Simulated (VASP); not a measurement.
# Hf (P6_3/mmc) in VASP: further runs, part 2 of 2

VASP 6.6.1.

### 4 Single point, LDA (volume scaled by 0.92)

INCAR reads:

```
SYSTEM = Hf
  PREC = Accurate
  ENCUT = 520
  EDIFF = 1E-6
  ISMEAR = -1
  SIGMA = 0.1
  LREAL = .FALSE.
  LASPH = .TRUE.
  NELM = 80
  ALGO = Normal
  ISIF = 2
  LWAVE = .FALSE.
  LCHARG = .TRUE.
  LELF = .TRUE.
  LVHAR = .TRUE.
  NBANDS = 28
```

KPOINTS reads:

```
Automatic mesh
0
G
  13 13 4
  0 0 0
```

POSCAR reads:

```
Hf
1.0
    3.0257961260      0.0000000000      0.0000000000
   -1.5128980630      2.6204163118      0.0000000000
    0.0000000000      0.0000000000      9.7019257474
Hf
4
Direct
    0.0000000000      1.0000000000      1.0000000000
    0.0000000000      1.0000000000      0.5000000000
    0.3333333333      0.6666666667      0.2500000000
    0.6666666667      0.3333333333      0.7500000000
```

Potentials or basis: VASP PAW LDA potentials, release 64 (Hf_pv).

Launch:

```sh
$ cat potpaw_LDA.64/Hf_pv/POTCAR > POTCAR
$ mpirun -np 1 vasp_std > vasp.out
```

OUTCAR:

```text
SYSTEM = Hf
   PREC = Accurate
   ENCUT = 520
   EDIFF = 1E-6
   ISMEAR = -1
   LREAL = .FALSE.
   LASPH = .TRUE.
   NELM = 80
   ISIF = 2

 ion  position               nearest neighbor table
   1  0.000  0.000  0.000-   3 2.99   4 2.99   4 2.99   3 2.99   4 2.99   3 2.99
   2  0.000  0.000  0.500-   3 2.99   4 2.99   4 2.99   3 2.99   4 2.99   3 2.99
   3  0.333  0.667  0.250-   1 2.99   2 2.99   1 2.99   2 2.99   1 2.99   2 2.99
   4  0.667  0.333  0.750-   1 2.99   2 2.99   1 2.99   2 2.99   1 2.99   2 2.99

  LATTYP: Found a hexagonal cell.
 ALAT       =     3.0257961260
[... 945 lines left out ...]
  --------------------------------------------------------------------------------------
  -------------------------------------------------------------------------------------
  Total        5.3141025      5.3141025      5.6469604     -0.0000000      0.0000000     -0.0000000
  in kB      110.6808802    110.6808802    117.6135666     -0.0000000      0.0000000     -0.0000000
  external PRESSURE =     112.9917757 kB  Pullay stress =       0.0000000 kB

 VOLUME and BASIS-vectors are now :
 -----------------------------------------------------------------------------
  energy-cutoff  :      520.00
  volume of cell :       76.93
      direct lattice vectors                 reciprocal lattice vectors
     3.025796126  0.000000000  0.000000000     0.330491533  0.190809375  0.000000000
    -1.512898063  2.620416312  0.000000000     0.000000000  0.381618751  0.000000000
     0.000000000  0.000000000  9.701925747     0.000000000  0.000000000  0.103072320

 POSITION                                       TOTAL-FORCE (eV/Angst)
 -----------------------------------------------------------------------------------
      0.00000      0.00000      0.00000        -0.000000      0.000000      0.000000
      0.00000      0.00000      4.85096        -0.000000      0.000000      0.000000
     -0.00000      1.74694      2.42548         0.000000      0.000000     -0.000000
      1.51290      0.87347      7.27644        -0.000000     -0.000000     -0.000000
 -----------------------------------------------------------------------------------
    total drift:                               -0.000000      0.000000      0.000000

  FREE ENERGIE OF THE ION-ELECTRON SYSTEM (eV)
  ---------------------------------------------------
  free  energy   TOTEN  =       -42.4107565389 eV

  energy  without entropy=      -42.2430522447  energy(sigma->0) =      -42.32690439
```

stdout:

```text
POSCAR found type information on POSCAR Hf
 POSCAR found :  1 types and       4 ions
 scaLAPACK will be used
 LDA part: xc-table for (Slater(with rela. corr.)+CA(PZ))
 , standard interpolation
 POSCAR, INCAR and KPOINTS ok, starting setup
 FFT: planning ... GRIDC
 FFT: planning ... GRID_SOFT
 FFT: planning ... GRID
 WAVECAR not read
 entering main loop
```

Run time: 2.3 min. Hardware: 1 thread of AMD EPYC 7R43 (Zen 3), shared host; peak memory 0.19 GiB.

Results:

| Item | Value |
| --- | --- |
| Free energy | -42.4108 eV |
| Pressure | 11.3 GPa |
| Band gap on the k mesh | zero (band 20 reaches 6.83 eV, above the bottom of band 21 at 5.20 eV) |

Caveat: the cell differs from its parent crystal (volume scaled by 0.92); spin-orbit coupling is left out, which moves the levels of the heavy elements.

### 5 Relaxation of cell and atoms, LDA

This run uses another cell than the first one, of 22.38 Å³/atom, 1.071 times its volume.

INCAR reads:

```
PREC = Accurate
ENCUT = 600
EDIFF = 1E-6
ISMEAR = -1
SIGMA = 0.1
LREAL = F
LASPH = T
NELM = 100
ALGO = Normal
ISIF = 3
LWAVE = F
LCHARG = F
IBRION = 2
NSW = 80
EDIFFG = -0.01
```

KPOINTS reads:

```
regular mesh
0
Gamma
  11 11 3
```

POSCAR reads:

```
Hf
1.0
    3.1631972627      0.0000000000      0.0000000000
   -1.5815986313      2.7394091867      0.0000000000
    0.0000000000      0.0000000000     10.3310022599
Hf
4
Direct
    0.0000000000      0.0000000000      0.0000000000
    0.0000000000      0.0000000000      0.5000000000
    0.3333333333      0.6666666667      0.2500000000
    0.6666666667      0.3333333333      0.7500000000
```

Potentials or basis: VASP PAW LDA potentials, release 64 (Hf_pv).

Launch:

```sh
$ cat potpaw_LDA.64/Hf_pv/POTCAR > POTCAR
$ mpirun -np 1 vasp_std > vasp.out
```

OUTCAR:

```text
PREC = Accurate
   ENCUT = 600
   EDIFF = 1E-6
   ISMEAR = -1
   LREAL = F
   LASPH = T
   NELM = 100
   ISIF = 3
   IBRION = 2
   NSW = 80
   EDIFFG = -0.01

 ion  position               nearest neighbor table
   1  0.000  0.000  0.000-   3 3.16   4 3.16   3 3.16   4 3.16   4 3.16   3 3.16
   2  0.000  0.000  0.500-   3 3.16   4 3.16   3 3.16   4 3.16   4 3.16   3 3.16
   3  0.333  0.667  0.250-   1 3.16   2 3.16   1 3.16   2 3.16   1 3.16   2 3.16
   4  0.667  0.333  0.750-   1 3.16   2 3.16   1 3.16   2 3.16   1 3.16   2 3.16

  LATTYP: Found a hexagonal cell.
 ALAT       =     3.1631972627
 C/A-ratio  =     3.2660000000

  Lattice vectors:

 A1 = (   3.1631972627,   0.0000000000,   0.0000000000)
 A2 = (  -1.5815986313,   2.7394091867,   0.0000000000)
 A3 = (   0.0000000000,   0.0000000000,  10.3310022599)

[... 408 lines left out ...]

 number of electron      39.9999999 magnetization

 Free energy of the ion-electron system (eV)
  ---------------------------------------------------
  ext. energy  EPLUGINS =         0.00000000
  ---------------------------------------------------
  free energy    TOTEN  =       -42.64123714 eV

  energy without entropy =      -42.46754734  energy(sigma->0) =      -42.55439224

 E-fermi :   5.1690     XC(G=0): -11.7834

 val. band max:        5.1614308600   @ k =   0.0909   0.0909   0.3333
 cond. band min:       5.1718611219   @ k =   0.1818   0.0000   0.0000
 fundamental gap:      0.0104302619
 Fermi energy:         5.1689886179

 k-point     1 :       0.0000    0.0000    0.0000
  band No.  band energies     occupation
      1     -25.5943      2.00000
      2     -25.0885      2.00000
      3     -25.0646      2.00000
      4     -24.6772      2.00000
      5     -24.6772      2.00000
      6     -24.6241      2.00000
[... 637 lines left out ...]
     23       6.4372      0.00001
     24       6.6207      0.00000

 [... further k-points ...]
[... 5 lines left out ...]
  --------------------------------------------------------------------------------------
  -------------------------------------------------------------------------------------
  Total        0.0229326      0.0229326      0.0257745      0.0000000      0.0000000      0.0000000
  in kB        0.4393600      0.4393600      0.4938079      0.0000000      0.0000000      0.0000000
  external PRESSURE =       0.4575093 kB  Pullay stress =       0.0000000 kB
[... 19 lines left out ...]
  FREE ENERGIE OF THE ION-ELECTRON SYSTEM (eV)
  ---------------------------------------------------
  free  energy   TOTEN  =       -42.6412371392 eV

  energy  without entropy=      -42.4675473393  energy(sigma->0) =      -42.55439224

 reached required accuracy - stopping structural energy minimisation
```

CONTCAR:

```text
Hf
   1.00000000000000
     3.1116053722275514   -0.0000000000009576   -0.0000000000000000
    -1.5558026860654204    2.6947292989210645    0.0000000000000000
    -0.0000000000000000   -0.0000000000000000    9.9734168585301735
  Hf
     4
Direct
     0.0000000000000000    0.0000000000000000    0.0000000000000000
     0.0000000000000000    0.0000000000000000    0.5000000000000000
     0.3333333332999970    0.6666666667000030    0.2500000000000000
     0.6666666667000030    0.3333333332999970    0.7500000000000000

  0.00000000E+00  0.00000000E+00  0.00000000E+00
  0.00000000E+00  0.00000000E+00  0.00000000E+00
  0.00000000E+00  0.00000000E+00  0.00000000E+00
  0.00000000E+00  0.00000000E+00  0.00000000E+00
```

Run time: 3.1 min. Hardware: 1 thread of Intel Xeon 6975P-C (Granite Rapids), shared host; peak memory 0.24 GiB.

Results:

```
Free energy                            : -42.6412 eV
Relaxed volume                         : 20.91 Å³/atom
Relaxed cell                           : a = 3.112 Å, b = 3.112 Å, c = 9.973 Å, α = 90.00°, β = 90.00°, γ = 120.00°
Space group after relaxing (to 0.05 Å) : P6_3/mmc (No. 194)
Energy gained by relaxing              : 36.1 meV/atom
Ionic steps                            : 7
Pressure after relaxing                : 0.0 GPa
Band gap on the k mesh                 : zero (band 20 reaches 6.25 eV, above the bottom of band 21 at 4.72 eV)
```

The path:
| step | energy change (eV) | largest force (eV/Å) | pressure (GPa) | volume (Å³) |
| --- | --- | --- | --- | --- |
| 1 | 0.0000 | 0.0000 | -7.09 | 89.52 |
| 2 | 0.0518 | 0.0000 | 10.44 | 77.29 |
| 3 | -0.1418 | 0.0000 | -0.04 | 83.65 |
| 4 | -0.1419 | 0.0000 | 0.11 | 83.54 |
| 5 | -0.1441 | 0.0000 | 0.06 | 83.59 |
| 6 | -0.1444 | 0.0000 | 0.05 | 83.62 |
| 7 | -0.1444 | 0.0000 | 0.05 | 83.63 |

Final structure:
```cif
data_structure
_symmetry_space_group_name_H-M 'P 1'
_symmetry_Int_Tables_number 1
_cell_length_a 3.1116
_cell_length_b 3.1116
_cell_length_c 9.9734
_cell_angle_alpha 90.000
_cell_angle_beta 90.000
_cell_angle_gamma 120.000
_cell_volume 83.63
loop_
_atom_site_label
_atom_site_type_symbol
_atom_site_fract_x
_atom_site_fract_y
_atom_site_fract_z
_atom_site_occupancy
Hf1 Hf 0.00000 0.00000 0.00000 1
Hf2 Hf 0.00000 0.00000 0.50000 1
Hf3 Hf 0.33333 0.66667 0.25000 1
Hf4 Hf 0.66667 0.33333 0.75000 1
```

Caveat: spin-orbit coupling is left out, which moves the levels of the heavy elements.

### 6 The runs side by side

```csv
task,cell,k mesh,cutoff (eV),gap on the mesh (eV),pressure (GPa)
single point,"a = 3.111, b = 3.111, c = 9.975 Å, angles 90.0, 90.0, 120.0°, 4 atoms",11 × 11 × 3,520,none,0.1
single point,"a = 2.981, b = 2.981, c = 9.559 Å, angles 90.0, 90.0, 120.0°, 4 atoms",13 × 13 × 4,520,none,18.5
single point,"a = 3.026, b = 3.026, c = 9.702 Å, angles 90.0, 90.0, 120.0°, 4 atoms",13 × 13 × 4,520,none,11.3
relaxation of cell and atoms,"relaxed from a = 3.163, b = 3.163, c = 10.331 Å, angles 90.0, 90.0, 120.0°, 4 atoms",11 × 11 × 3,600,none,0.0
```

Alike in all rows: level LDA; potentials or basis VASP PAW LDA potentials, release 64 (Hf_pv); no spin polarisation; smearing fermi-dirac 0.1 eV.

Caveats: spin-orbit coupling is left out, which moves the levels of the heavy elements.

Total energies depend on the potentials used, so only differences within one code and one set of settings carry meaning.
